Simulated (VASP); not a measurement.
A run of VASP 6.6.1 is set up as follows.

Contents of INCAR:

```
SYSTEM = KBr
ALGO = Normal
EDIFF = 1E-7
ENCUT = 520
GGA = PE
ISIF = 2
ISMEAR = 0
ISPIN = 2
LASPH = .True.
LCHARG = .False.
LORBIT = 11
LREAL = .False.
LWAVE = .False.
MAGMOM = 0.5 0.5
NBANDS = 19
NELM = 150
PREC = Accurate
SIGMA = 0.05
```

The input KPOINTS:

```
k-points
0
Gamma
  1 1 11
  0 0 0
```

The input POSCAR:

```
KBr
1.0
    9.0000000000      0.0000000000      0.0000000000
    0.0000000000      9.3000000000      0.0000000000
    0.0000000000      0.0000000000      6.0359200277
K Br
1 1
Direct
    0.5000000000      0.5000000000      0.0000000000
    0.5000000000      0.5000000000      0.5000000000
```

Potentials or basis: VASP PAW PBE potentials, release 64 (K_sv, Br).

Run with:

```bash
$ cat potpaw_PBE.64/K_sv/POTCAR potpaw_PBE.64/Br/POTCAR > POTCAR
$ mpirun -np 1 vasp_std > vasp.out
```

What does it give for the band gap on the k mesh?

4.12 eV, direct.

What does it give for the net moment?

0.00 μB per cell.
